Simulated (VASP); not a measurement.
Wanted: the native input for a VASP 6.6.1 run.

| Property | Result |
| --- | --- |
| Task | single point |
| Functional | r2SCAN |
| Potentials or basis | VASP PAW PBE potentials, release 64 (Ga_d, N) |
| Cutoff | 520 eV |
| k mesh | 10 × 10 × 10 |
| Occupations | gaussian, width 0.01 eV |
| Spin | no spin polarisation |
| Dipole correction | no |
| Further INCAR settings | ALGO = Normal; EDIFF = 1e-07; NBANDS = 16 |

Crystal: GaN.

```
Ga N
1.0
     0.00000    2.24895    2.24895
     2.24895    0.00000    2.24895
     2.24895    2.24895    0.00000
Ga N
1 1
Cartesian
  0.0000 0.0000 0.0000
  1.1245 1.1245 1.1245
```

The input as run:

POSCAR

```
GaN
1.0
    0.0000000000      2.2489526566      2.2489526566
    2.2489526566      0.0000000000      2.2489526566
    2.2489526566      2.2489526566      0.0000000000
Ga N
1 1
Direct
    0.0000000000      0.0000000000      0.0000000000
    0.2500000000      0.2500000000      0.2500000000
```

INCAR.step1

```
PREC = Accurate ; ENCUT = 520
ISMEAR = 0 ; SIGMA = 0.01
LREAL = F ; LASPH = T
NELM = 60 ; NBANDS = 16
GGA = PE ; ALGO = Normal
EDIFF = 1E-4 ; LWAVE = T
LCHARG = F
```

INCAR.step2

```
PREC = Accurate ; ENCUT = 520
EDIFF = 1E-7 ; ISMEAR = 0
SIGMA = 0.01 ; LREAL = F
LASPH = T ; NELM = 60
ALGO = Normal ; ISIF = 2
LWAVE = F ; LCHARG = F
METAGGA = R2SCAN ; LMIXTAU = T
NBANDS = 16 ; ISTART = 1
```

KPOINTS

```
Automatic mesh
0
Gamma
  10 10 10
```

Potentials or basis: VASP PAW PBE potentials, release 64 (Ga_d, N).

Run with:

```console
$ cat potpaw_PBE.64/Ga_d/POTCAR potpaw_PBE.64/N/POTCAR > POTCAR
$ cp INCAR.step1 INCAR
$ mpirun -np 1 vasp_std > vasp.out
$ cp INCAR.step2 INCAR
$ mpirun -np 1 vasp_std > vasp.out
```

It gave:

- Pressure: 1.1 GPa
- Band gap on the k mesh: 2.16 eV, direct

Caveat: the PAW data sets were made with another functional, which shifts forces and pressure a little.

Run time: 60 s on 1 thread of Intel(R) Xeon(R) Platinum 8259CL CPU @ 2.50GHz (Skylake/Cascade Lake) (shared host), peak memory 0.15 GiB.
